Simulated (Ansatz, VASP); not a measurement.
One calculation of KI, two programs

INCAR

```
SYSTEM = KI
PREC     = Accurate       ! precision mode
ENCUT    = 520            ! plane-wave cutoff, eV
EDIFF    = 1E-7           ! SCF threshold, eV
ISMEAR   = 0              ! smearing method
SIGMA    = 0.05           ! smearing width, eV
LREAL    = .FALSE.        ! projectors in reciprocal space
LASPH    = .TRUE.         ! aspherical terms in the spheres
NELM     = 60             ! most SCF steps
ALGO     = Normal         ! electronic algorithm
ISIF     = 2              ! what is computed and relaxed
LWAVE    = .FALSE.        ! write WAVECAR
LCHARG   = .FALSE.        ! write CHGCAR
NBANDS   = 15             ! bands
```

File KPOINTS:

```
Automatic mesh
0
G
  6 6 6
  0 0 0
```

Contents of POSCAR:

```
KI
1.0
    0.0000000000      3.4109309835      3.4109309835
    3.4109309835      0.0000000000      3.4109309835
    3.4109309835      3.4109309835      0.0000000000
K I
1 1
Direct
   -0.0724142474     -0.0724142474      0.0724142474
    0.5223102777      0.5223102777      0.4776897223
```

Input for Ansatz:

```yaml
crystal:
  lattice:
    - [0.0, 3.4109309835, 3.4109309835]
    - [3.4109309835, 0.0, 3.4109309835]
    - [3.4109309835, 3.4109309835, 0.0]
  atoms:
    - { symbol: K, position: [-0.0724142474, -0.0724142474, 0.0724142474] }
    - { symbol: I, position: [0.5223102777, 0.5223102777, 0.4776897223] }
basis:
  ecutwfc: 420
kpoints:
  mp_grid: { grid: [6, 6, 6] }
hamiltonian:
  xc: lda
  pseudopotentials: { kind: paw }
scf:
  occupations: { method: gaussian, width: 0.05 }
output:
  forces: true
  stress: true
  eigenvalues: true
```

Change from the starting cell: mode 6 frozen in at -0.494 Å, equal normal strain along x and y +0.0000.

Alike in both runs: task single point; functional LDA; k mesh 6 × 6 × 6; occupations gaussian, width 0.05 eV; no spin polarisation.

|  | VASP | Ansatz |
| --- | --- | --- |
| version | VASP 6.6.1 | Ansatz 0.2.0 |
| potentials or method | VASP PAW LDA potentials, release 64 (K_sv, I), cutoff 520 eV | scalar-relativistic, plane waves, PAW |
| valence electrons in the cell | 16 | 26 |

|  | VASP | Ansatz | Ansatz less VASP |
| --- | --- | --- | --- |
| gap on the k mesh at the Fermi level (eV) | 3.86 | 3.85 | -0.007 |
| least direct gap on the mesh (eV) | 3.86 | 3.85 | -0.007 |
| pressure (GPa) | 3.2 | 3.1 | -0.11 |
| traceless stress, the component that is largest in VASP (GPa) | 7.51 | 7.40 | -0.115 |
| rms of the force components (eV/Å) | 1.280 | 1.259 | -0.0208 |

LDA's correlation is that of Perdew and Zunger in VASP and of Perdew and Wang (1992) in Ansatz. Atom by atom the forces differ by 0.021 eV/Å (rms over components). VASP's potentials hold 16 valence electrons a cell and Ansatz's 26, so a difference there can come from the potentials and not from the codes.

Spin-orbit coupling is off throughout.
